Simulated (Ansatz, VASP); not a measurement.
**One calculation of HfN, two programs**

```
Hf N
1.0
     0.00000    2.13824    2.36331
     2.13824    0.00000    2.36331
     2.13824    2.13824    0.00000
Hf N
1 1
Direct
  0.00000 0.00000 0.00000
  0.50000 0.50000 0.50000
```

Change from the starting cell: strain -0.050 along x and y, +0.050 along z, atoms carried along.

Alike in both runs: task single point; functional PBEsol; k mesh 22 × 22 × 22; occupations gaussian, width 0.15 eV; no spin polarisation.

|  | VASP | Ansatz |
| --- | --- | --- |
| version | VASP 6.6.1 | Ansatz 0.2.0 |
| potentials or method | VASP PAW PBE potentials, release 64 (Hf_pv, N), cutoff 600 eV | scalar-relativistic, plane waves, PAW |
| valence electrons in the cell | 15 | 31 |

Ansatz gave:

```
gap on the k mesh at the Fermi level (eV)                     : none
pressure (GPa)                                                : 24.4
traceless stress, the component that is largest in VASP (GPa) : -39.33
```

Q: What did VASP give for the same quantities?

A: gap on the k mesh at the Fermi level (eV): none; pressure (GPa): 22.2; traceless stress, the component that is largest in VASP (GPa): -39.39.

VASP's potentials were made for PBE, not for PBEsol. A gap of «none» marks a metal or a gap that the smearing closes. The functional is the same, so the differences come from potentials, cutoffs and numerics. VASP's potentials hold 15 valence electrons a cell and Ansatz's 31, so a difference there can come from the potentials and not from the codes.

Neither program's run includes spin-orbit coupling.
